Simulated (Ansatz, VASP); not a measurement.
Two plane-wave programs on KVF3

```xyz
5
Lattice="4.1310 0.0000 0.0000 0.0000 4.1310 0.0000 0.0000 0.0000 4.1310" Properties=species:S:1:pos:R:3 pbc="T T T"
K     0.0000    0.0000    0.0000
V     2.0655    2.0655    2.0655
F     2.0655    2.0655    0.0000
F     0.0000    2.0655    2.0655
F     2.0655    0.0000    2.0655
```

Alike in both runs: task single point; functional LDA; k mesh 5 × 5 × 5; occupations gaussian, width 0.05 eV; collinear spin; Hubbard terms V d U = 3.0 eV.

|  | VASP | Ansatz |
| --- | --- | --- |
| version | VASP 6.6.1 | Ansatz 0.2.0 |
| potentials or method | VASP PAW LDA potentials, release 64 (K_sv, V_sv, F), cutoff 520 eV | scalar-relativistic, plane waves, PAW |
| valence electrons in the cell | 43 | 43 |

Ansatz gave:

```
gap on the k mesh at the Fermi level (eV)                     : 1.90
least direct gap on the mesh (eV)                             : 3.04
pressure (GPa)                                                : -4.1
net moment per atom (μB)                                      : 0.60
size of the moment on the site where the two differ most (μB) : 2.22
```

Question: What did VASP give for the same quantities?

Answer: gap on the k mesh at the Fermi level (eV): 1.48; least direct gap on the mesh (eV): 2.62; pressure (GPa): -3.5; net moment per atom (μB): 0.60; size of the moment on the site where the two differ most (μB): 2.70.

LDA's correlation is that of Perdew and Zunger in VASP and of Perdew and Wang (1992) in Ansatz. Site moments also hang on the region over which each program counts them. The programs project onto different local orbitals, so the same U acts differently, and such runs can settle in different states.
